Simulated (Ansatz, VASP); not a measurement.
## HfC: VASP beside Ansatz

```
Hf C
1.0
     0.56673    2.64013    2.64013
     2.64013    0.56673    2.64013
     2.64013    2.64013    0.56673
Hf C
1 1
Cartesian
  2.9235 2.9235 2.9235
  0.0000 0.0000 0.0000
```

Alike in both runs: task single point; functional PBE; k mesh 20 × 20 × 20; occupations gaussian, width 0.15 eV; no spin polarisation.

|  | VASP | Ansatz |
| --- | --- | --- |
| version | VASP 6.6.1 | Ansatz 0.2.0 |
| potentials or method | VASP PAW PBE potentials, release 64 (Hf_pv, C), cutoff 520 eV | scalar-relativistic, plane waves, PAW |
| valence electrons in the cell | 14 | 30 |

|  | VASP | Ansatz | Ansatz less VASP |
| --- | --- | --- | --- |
| gap on the k mesh at the Fermi level (eV) | none | none | - |
| pressure (GPa) | 3.1 | 3.9 | +0.76 |
| traceless stress, the component that is largest in VASP (GPa) | -36.97 | -37.02 | -0.049 |

A gap of «none» marks a metal or a gap that the smearing closes. VASP's potentials hold 14 valence electrons a cell and Ansatz's 30, so a difference there can come from the potentials and not from the codes.

Spin-orbit coupling is off throughout.
